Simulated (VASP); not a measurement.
BeCu2GeSe4, 8 atoms in the cell. The structure is tetragonal, space group I-4 (No. 82). Conventional cell: a = 5.440 Å, b = 5.440 Å, c = 10.597 Å, α = 90.00°, β = 90.00°, γ = 90.00°. Cu (site symmetry -4) has 4 Se at 2.37 Å within 3.1 Å. Cu (site symmetry -4) has 4 Se at 2.37 Å within 3.1 Å. Be (site symmetry -4) has 4 Se at 2.21 Å within 2.9 Å. Ge (site symmetry -4) has 4 Se at 2.40 Å within 3.2 Å. Se (site symmetry 1) has 1 Be at 2.21 Å and 2 Cu at 2.37 Å and 1 Ge at 2.40 Å within 2.9 Å. 

| Property | Result |
| --- | --- |
| Program | VASP 6.6.1 |
| Task | single point |
| Functional | PBE |
| Potentials or basis | VASP PAW PBE potentials, release 64 (Cu, Be, Ge_d, Se) |
| Cutoff | 520 eV |
| k mesh | 6 × 6 × 6 |
| Occupations | gaussian, width 0.01 eV |
| Spin | no spin polarisation |
| Dipole correction | no |
| Further INCAR settings | ALGO = Normal; EDIFF = 1e-06; NBANDS = 41 |

Potentials or basis: VASP PAW PBE potentials, release 64 (Cu, Be, Ge_d, Se).

The run is started by

```bash
$ cat potpaw_PBE.64/Cu/POTCAR potpaw_PBE.64/Be/POTCAR potpaw_PBE.64/Ge_d/POTCAR potpaw_PBE.64/Se/POTCAR > POTCAR
$ mpirun -np 1 vasp_std > vasp.out
```

Hardware: 1 thread of Intel(R) Xeon(R) 6975P-C (Granite Rapids), with other jobs on the host.

Question: How long does it take, and how much memory?

Answer: It took 4 min on 1 thread of Intel(R) Xeon(R) 6975P-C (Granite Rapids), with other jobs on the host, peak memory 0.48 GiB. Counts: scf iterations 16, k points 36.
